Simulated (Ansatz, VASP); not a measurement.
**One calculation of C5N, two programs**

```
CELL_PARAMETERS angstrom
3.64732 0.00000 0.00000
-1.66588 3.93102 0.00000
0.00000 0.00000 23.13096
ATOMIC_POSITIONS crystal
C 0.50018 0.33339 0.17293
C 0.49982 0.66661 0.17293
C 0.50018 0.83339 0.22621
C 0.49982 0.16661 0.22621
C 0.50002 0.33532 0.27947
C 0.49998 0.66468 0.27947
C 0.50013 0.83665 0.33297
C 0.49987 0.16335 0.33297
C 0.49976 0.35443 0.38178
C 0.50024 0.64557 0.38178
N 0.49976 0.35443 0.49851
N 0.49976 0.35443 0.54606
```

Alike in both runs: task single point; functional PBE; dispersion D3(BJ); k mesh 8 × 7 × 1; occupations gaussian, width 0.05 eV; no spin polarisation.

|  | VASP | Ansatz |
| --- | --- | --- |
| version | VASP 6.6.1 | Ansatz 0.2.0 |
| potentials or method | VASP PAW PBE potentials, release 64 (C, N), cutoff 520 eV | scalar-relativistic, plane waves, PAW |
| valence electrons in the cell | 50 | 50 |

VASP gave:

| Property | Result |
| --- | --- |
| gap on the k mesh at the Fermi level (eV) | none |
| rms of the force components (eV/Å) | 1.691 |
| work function, face that differs most (eV) | 6.54 |

Task: Estimate Ansatz's values.

Result: gap on the k mesh at the Fermi level (eV): none; rms of the force components (eV/Å): 1.637; work function, face that differs most (eV): 6.55.

Atom by atom the forces differ by 0.425 eV/Å (rms over components). A gap of «none» marks a metal or a gap that the smearing closes.

Noted on VASP's run: the standard files for N, O and F lose accuracy on very short bonds.
